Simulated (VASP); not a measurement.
**B: density of states with PBEsol**

Crystal: B.

```
B
1.0
    -1.14865    1.14865    1.14865
     1.14865   -1.14865    1.14865
     1.14865    1.14865   -1.14865
B
1
Direct
  0.00000 0.00000 0.00000
```

- Program: VASP 6.6.1
- Task: density of states
- Functional: PBEsol
- Potentials or basis: VASP PAW PBE potentials, release 64 (B)
- Cutoff: 520 eV
- k mesh: 25 × 25 × 25
- Occupations: fermi-dirac, width 0.08 eV
- Spin: no spin polarisation
- Dipole correction: no
- k mesh for the DOS: 38 × 38 × 38
- Occupations for the DOS: tetrahedron
- Further INCAR settings: ALGO = Normal; EDIFF = 1e-07

The valence electrons inside the program's atomic spheres are B 1.74.

Levels at points of the mesh, in eV from the Fermi level:
| k point | band 1 | band 2 | band 3 | band 4 |
| --- | --- | --- | --- | --- |
| (0.00, 0.00, 0.00) | -18.81 | 15.73 | 15.73 | 15.73 |
| (0.50, 0.00, 0.00) | -9.29 | -4.61 | 8.80 | 12.77 |
| (0.50, 0.50, 0.50) | 0.39 | 0.39 | 0.39 | 10.20 |

It took 2 min on 1 thread of AMD EPYC 7R13, on a shared host, peak memory 0.18 GiB.
